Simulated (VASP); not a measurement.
# Sn4HO8 (a cell with a defect) in VASP: single point with PBE

Aim: the single point of Sn4HO8 (a cell with a defect) with PBE.

All numbers are computed with VASP 6.6.1; they aren't measurements. Logs are shortened: lines on timing, memory, paths and dates and some standing lists are left out, and cuts for length are marked.

### Step 1. The cell of the first run

The cell holds a defect, 13 atoms: a = 5.813 Å, b = 5.813 Å, c = 5.813 Å, α = 108.08°, β = 108.08°, γ = 112.29°.

### Step 2. Single point, PBE

INCAR reads:

```
PREC = Accurate ; ENCUT = 520
EDIFF = 1E-7 ; ISMEAR = 0
SIGMA = 0.02 ; LREAL = F
LASPH = T ; NELM = 100
ALGO = Normal ; ISIF = 2
LWAVE = F ; LCHARG = T
GGA = PE ; LELF = T
LVHAR = T ; NBANDS = 64
NELECT = 104.0
```

KPOINTS reads:

```
regular mesh
0
Gamma
  3 3 3
```

POSCAR reads:

```
Sn4HO8
1.0
    0.0000000000      4.8271903470     -3.2381522497
    0.0000000000     -4.8271903470     -3.2381522497
   -4.8271903470      0.0000000000      3.2381522497
Sn O H
4 8 1
Direct
    0.2651784243      0.7532399736      0.5184175100
    0.7348216048      0.2467600554      0.4815826253
    0.0000000026      0.0000000026      0.9999999281
    0.4999999641      0.4999999641      0.9999999281
    0.5674702667      0.7752267312      0.8426970365
    0.0440155641      0.3209719101      0.8649874357
    0.9559844649      0.6790281189      0.1350126996
    0.4325296588      0.2247731943      0.1573028916
    0.4624622340      0.1884046757      0.6607864556
   -0.0276179770      0.6983237714      0.6607862485
    0.5375377951      0.8115953534      0.3392136797
    0.0276178734      0.3016762603      0.3392136797
   -0.0000000013      0.4999999628      0.0000000000
```

Potentials or basis: VASP PAW PBE potentials, release 64 (Sn_d, O, H).

Started as:

```sh
$ cat potpaw_PBE.64/Sn_d/POTCAR potpaw_PBE.64/O/POTCAR potpaw_PBE.64/H/POTCAR > POTCAR
$ mpirun -np 1 vasp_std > vasp.out
```

OUTCAR:

```text
PREC = Accurate
   ENCUT = 520
   EDIFF = 1E-7
   ISMEAR = 0
   LREAL = F
   LASPH = T
   NELM = 100
   ISIF = 2
   GGA = PE
   NELECT = 104.0

 ion  position               nearest neighbor table
   1  0.265  0.753  0.518-   5 2.07   9 2.08  10 2.08  11 2.13  12 2.13   7 2.17   2 3.25   2 3.25
                             3 3.68   4 3.68
   2  0.735  0.247  0.482-   8 2.07  11 2.08  12 2.08   9 2.13  10 2.13   6 2.17   1 3.25   1 3.25
                             3 3.68   4 3.68
   3  0.000  0.000  1.000-   8 2.05   5 2.05  10 2.11  12 2.11   6 2.20   7 2.20   4 3.24   4 3.24
                             1 3.68   2 3.68
   4  0.500  0.500  1.000-   5 2.05   8 2.05   9 2.11  11 2.11   6 2.20   7 2.20   3 3.24   3 3.24
                             1 3.68   2 3.68
   5  0.567  0.775  0.843-   4 2.05   3 2.05   1 2.07
   6  0.044  0.321  0.865-  13 1.26   2 2.17   3 2.20   4 2.20
   7  0.956  0.679  0.135-  13 1.26   1 2.17   4 2.20   3 2.20
   8  0.433  0.225  0.157-   3 2.05   4 2.05   2 2.07
   9  0.462  0.188  0.661-   1 2.08   4 2.11   2 2.13
  10  0.972  0.698  0.661-   1 2.08   3 2.11   2 2.13
  11  0.538  0.812  0.339-   2 2.08   4 2.11   1 2.13
  12  0.028  0.302  0.339-   2 2.08   3 2.11   1 2.13
  13  1.000  0.500  0.000-   6 1.26   7 1.26

  LATTYP: Found a body centered tetragonal cell.
 ALAT       =     6.8266780569
 C/A-ratio  =     0.9486758340

  Lattice vectors:

 A1 = (   0.0000000000,   4.8271903470,  -3.2381522497)
 A2 = (   0.0000000000,  -4.8271903470,  -3.2381522497)
 A3 = (  -4.8271903470,   0.0000000000,   3.2381522497)

Analysis of symmetry for initial positions (statically):
=====================================================================
 Subroutine PRICEL returns:
 Original cell was already a primitive cell.

 Routine SETGRP: Setting up the symmetry group for a
 body centered tetragonal supercell.

 Subroutine GETGRP returns: Found  4 space group operations
 (whereof  2 operations were pure point group operations)
 out of a pool of 16 trial point group operations.

The static configuration has the point symmetry S_2 .
 The point group associated with its full space group is C_2h.

Analysis of symmetry for dynamics (positions and initial velocities):
=====================================================================
 Subroutine PRICEL returns:
 Original cell was already a primitive cell.

 Routine SETGRP: Setting up the symmetry group for a
 body centered tetragonal supercell.

 Subroutine GETGRP returns: Found  4 space group operations
 (whereof  2 operations were pure point group operations)
 out of a pool of 16 trial point group operations.

The dynamic configuration has the point symmetry S_2 .
 The point group associated with its full space group is C_2h.

 Subroutine INISYM returns: Found  4 space group operations
 (whereof  2 operations are pure point group operations),
 and found     1 'primitive' translations

----------------------------------------------------------------------------------------

                                     Primitive cell

  volume of cell :     150.9093

  direct lattice vectors                    reciprocal lattice vectors
     0.000000000  4.827190347 -3.238152250    -0.103579922  0.103579922 -0.154409046
     0.000000000 -4.827190347 -3.238152250    -0.103579922 -0.103579922 -0.154409046
    -4.827190347  0.000000000  3.238152250    -0.207159844  0.000000000  0.000000000

  length of vectors
     5.812692718  5.812692718  5.812692718     0.212837389  0.212837389  0.207159844

  position of ions in fractional coordinates (direct lattice)
     0.265178424  0.753239974  0.518417510
     0.734821605  0.246760055  0.481582625
     0.000000003  0.000000003  0.999999928
     0.499999964  0.499999964  0.999999928
     0.567470267  0.775226731  0.842697036
     0.044015564  0.320971910  0.864987436
     0.955984465  0.679028119  0.135012700
     0.432529659  0.224773194  0.157302892
     0.462462234  0.188404676  0.660786456
     0.972382023  0.698323771  0.660786249
     0.537537795  0.811595353  0.339213680
     0.027617873  0.301676260  0.339213680
     0.999999999  0.499999963  0.000000000

  ion indices of the primitive-cell ions
   primitive index   ion index
                 1           1
                 2           2
                 3           3
                 4           4
                 5           5
                 6           6
                 7           7
                 8           8
                 9           9
                10          10
                11          11
                12          12
                13          13

----------------------------------------------------------------------------------------

 KPOINTS: regular mesh

Automatic generation of k-mesh.
 Grid dimensions read from file:
 generate k-points for:    3    3    3

 Generating k-lattice:

  Cartesian coordinates                     Fractional coordinates (reciprocal lattice)
    -0.034526641  0.034526641 -0.051469682     0.333333333  0.000000000  0.000000000
    -0.034526641 -0.034526641 -0.051469682     0.000000000  0.333333333  0.000000000
    -0.069053281  0.000000000  0.000000000     0.000000000  0.000000000  0.333333333

  Length of vectors
     0.070945796  0.070945796  0.069053281

  Shift w.r.t. Gamma in fractional coordinates (k-lattice)
     0.000000000  0.000000000  0.000000000

 Subroutine IBZKPT returns following result:
 ===========================================

 Found     10 irreducible k-points:

 Following reciprocal coordinates:
            Coordinates               Weight
  0.000000  0.000000  0.000000      1.000000
  0.333333  0.000000 -0.000000      4.000000
  0.333333  0.000000 -0.333333      4.000000
  0.333333  0.333333 -0.000000      4.000000
 -0.333333 -0.000000 -0.333333      4.000000
 -0.333333  0.333333  0.000000      2.000000
  0.000000  0.000000  0.333333      2.000000
 -0.333333  0.333333  0.333333      2.000000
  0.333333 -0.333333  0.333333      2.000000
 -0.333333 -0.333333  0.333333      2.000000
   k-points           NKPTS =     10   k-points in BZ     NKDIM =     10   number of bands    NBANDS=     64
   number of dos      NEDOS =    301   number of ions     NIONS =     13
   total plane-waves  NPLWV = 110592
   dimension x,y,z NGX =    48 NGY =   48 NGZ =   48
   dimension x,y,z NGXF=    96 NGYF=   96 NGZF=   96
   ions per type =               4   8   1
   NGX,Y,Z   is equivalent  to a cutoff of  13.73, 13.73, 13.73 a.u.
   NGXF,Y,Z  is equivalent  to a cutoff of  27.46, 27.46, 27.46 a.u.
 SYSTEM =  unknown system
   PREC   = accura    normal or accurate (medium, high low for compatibility)
   ISTART =      0    job   : 0-new  1-cont  2-samecut
   ICHARG =      2    charge: 1-file 2-atom 10-const
   ISPIN  =      1    spin polarized calculation?
   LNONCOLLINEAR =      F non collinear calculations
   LSORBIT =      F    spin-orbit coupling
   LASPH  =      T    aspherical Exc in radial PAW
   ENCUT  =  520.0 eV  38.22 Ry    6.18 a.u.  10.81 10.81 10.81*2*pi/ulx,y,z
   NELM   =    100;   NELMIN=  2; NELMDL= -5     # of ELM steps
   EDIFF  = 0.1E-06   stopping-criterion for ELM
   LREAL  =      F    real-space projection
   EDIFFG = 0.1E-05   stopping-criterion for IOM
   NSW    =      0    number of steps for IOM
   IBRION =     -1    ionic relax: 0-MD 1-quasi-New 2-CG
   NFREE  =      0    steps in history (QN), initial steepest desc. (CG)
   ISIF   =      2    stress and relaxation
   ISYM   =      2    0-nonsym 1-usesym 2-fastsym
   POTIM  = 0.5000    time-step for ionic-motion
   TEBEG  =    0.0;   TEEND  =   0.0 temperature during run
   PSTRESS=    0.0 pullay stress
   NELECT =     104.0000    total number of electrons
   NUPDOWN=      -1.0000    fix difference up-down
   EMIN   =  10.00;   EMAX   =-10.00  energy-range for DOS
   EFERMI =   0.00;   METHOD = LEGACY
   ISMEAR =     0;   SIGMA  =   0.02  broadening in eV -4-tet -1-fermi 0-gaus
   EFERMI_NEDOS =   21; number of points for ismear=-14 and -15
   IALGO  =     38    algorithm
   IMIX   =      4    mixing-type and parameters
     AMIX     =   0.40;   BMIX     =  1.00
     AMIX_MAG =   1.60;   BMIX_MAG =  1.00
  volume/ion in A,a.u.               =      11.61        78.34
  Fermi-wavevector in a.u.,A,eV,Ry     =   1.446041  2.732621 28.450248  2.091034
  Thomas-Fermi vector in A             =   2.564154
   LORBIT       =      0    0 simple, 1 ext, 2 COOP (PROOUT), +10 PAW based schemes
   GGA     = PE    functional components
   LHFCALC =     F    Hartree Fock is set to
   AEXX    =    0.0000 exact exchange contribution
   IVDW    =     0    specifies the selected vdW correction
   LEPSILON=     F    determine dielectric tensor
   LRPA    =     F    only Hartree local field effects (RPA)
 non-spin polarized calculation
 Gauss-broadening in eV      SIGMA  =   0.02
  energy-cutoff  :      520.00
  volume of cell :      150.91
 maximum number of plane-waves:      4079
 NGX is ok and might be reduce to    48
   NGX = 21   NGY = 21   NGZ = 21

 number of electron     104.0000000 magnetization

 Free energy of the ion-electron system (eV)
  ---------------------------------------------------
  ext. energy  EPLUGINS =         0.00000000
  ---------------------------------------------------
  free energy    TOTEN  =       -85.26778236 eV

  energy without entropy =      -85.26778236  energy(sigma->0) =      -85.26778236

 E-fermi :   5.3952     XC(G=0): -10.9935

 val. band max:        5.2377455870   @ k =   0.3333   0.0000  -0.0000
 cond. band min:       6.2747209297   @ k =   0.0000   0.0000   0.0000
 fundamental gap:      1.0369753428
 Fermi energy:         5.3952010000

 k-point     1 :       0.0000    0.0000    0.0000
  band No.  band energies     occupation
      1     -15.3594      2.00000
      2     -15.1213      2.00000
      3     -14.9035      2.00000
      4     -14.6781      2.00000
      5     -14.6015      2.00000
      6     -14.5738      2.00000
[... 659 lines left out ...]
     63      15.6154      0.00000
     64      15.7341      0.00000

------------------------ aborting loop because EDIFF is reached ----------------------------------------

  FORCE on cell =-STRESS in cart. coord.  units (eV):
  Direction    XX          YY          ZZ          XY          YZ          ZX
  --------------------------------------------------------------------------------------
  -------------------------------------------------------------------------------------
  Total       -9.7902772    -16.8467147    -10.9574340     -4.2921518      0.0000000      0.0000000
  in kB     -103.9416159   -178.8585450   -116.3331097    -45.5690052      0.0000000      0.0000000
  external PRESSURE =    -133.0444235 kB  Pullay stress =       0.0000000 kB

 VOLUME and BASIS-vectors are now :
 -----------------------------------------------------------------------------
  energy-cutoff  :      520.00
  volume of cell :      150.91
      direct lattice vectors                 reciprocal lattice vectors
     0.000000000  4.827190347 -3.238152250    -0.103579922  0.103579922 -0.154409046
     0.000000000 -4.827190347 -3.238152250    -0.103579922 -0.103579922 -0.154409046
    -4.827190347  0.000000000  3.238152250    -0.207159844  0.000000000  0.000000000

 POSITION                                       TOTAL-FORCE (eV/Angst)
 -----------------------------------------------------------------------------------
     -2.50250     -2.35597     -1.61908        -0.000070      0.009393      0.000000
     -2.32469      2.35597     -1.61907         0.000070     -0.009393      0.000000
     -4.82719      0.00000      3.23815        -0.000000     -0.000000      0.000000
     -4.82719      0.00000     -0.00000        -0.000000     -0.000000      0.000000
     -4.06786     -1.00288     -1.61908         0.003507     -0.016031      0.000000
     -4.17546     -1.33692      1.61908        -0.003728      0.007359     -0.000000
     -0.65173      1.33692     -4.85723         0.003728     -0.007359      0.000000
     -0.75933      1.00288     -1.61908        -0.003507      0.016031      0.000000
     -3.18974      1.32293      0.03212        -0.010022     -0.008321     -0.019281
     -3.18974      1.32293     -3.27027        -0.010022     -0.008321      0.019281
     -1.63745     -1.32293     -3.27027         0.010022      0.008321      0.019281
     -1.63745     -1.32293      0.03212         0.010022      0.008321     -0.019281
      0.00000      2.41360     -4.85723        -0.000000     -0.000000      0.000000
 -----------------------------------------------------------------------------------
    total drift:                               -0.000002      0.001601      0.000101

  FREE ENERGIE OF THE ION-ELECTRON SYSTEM (eV)
  ---------------------------------------------------
  free  energy   TOTEN  =       -85.2677823631 eV

  energy  without entropy=      -85.2677823631  energy(sigma->0) =      -85.26778236
```

Wall time 5.3 min (1 thread of AMD EPYC 7R13, shared host); peak memory 0.33 GiB.

What came out:

```yaml
Free_energy: -85.2678 eV
Largest_force: 0.023 eV/Å
```

Forces in eV/Å, atoms in the order of the input:
```
Sn   0.000  0.009  0.000
Sn   0.000 -0.009  0.000
Sn   0.000  0.000  0.000
Sn   0.000  0.000  0.000
O    0.004 -0.016  0.000
O   -0.004  0.007  0.000
O    0.004 -0.007  0.000
O   -0.004  0.016  0.000
O   -0.010 -0.008 -0.019
O   -0.010 -0.008  0.019
O    0.010  0.008  0.019
O    0.010  0.008 -0.019
H    0.000  0.000  0.000
```

Levels at points of the mesh, in eV from the Fermi level:
| k point | band 49 | band 50 | band 51 | band 52 | band 53 | band 54 | band 55 | band 56 |
| --- | --- | --- | --- | --- | --- | --- | --- | --- |
| (0.00, 0.00, 0.00) | -0.55 | -0.26 | -0.26 | -0.25 | 0.88 | 4.39 | 4.56 | 5.69 |

Caveat: the k points lie up to 0.45 Å⁻¹ apart; the cell carries a net charge on a neutralising background, which shifts energy and pressure; the cell is charged against a uniform background, so pressure and absolute levels hang on convention; spin-orbit coupling is left out, which moves the levels of the heavy elements.
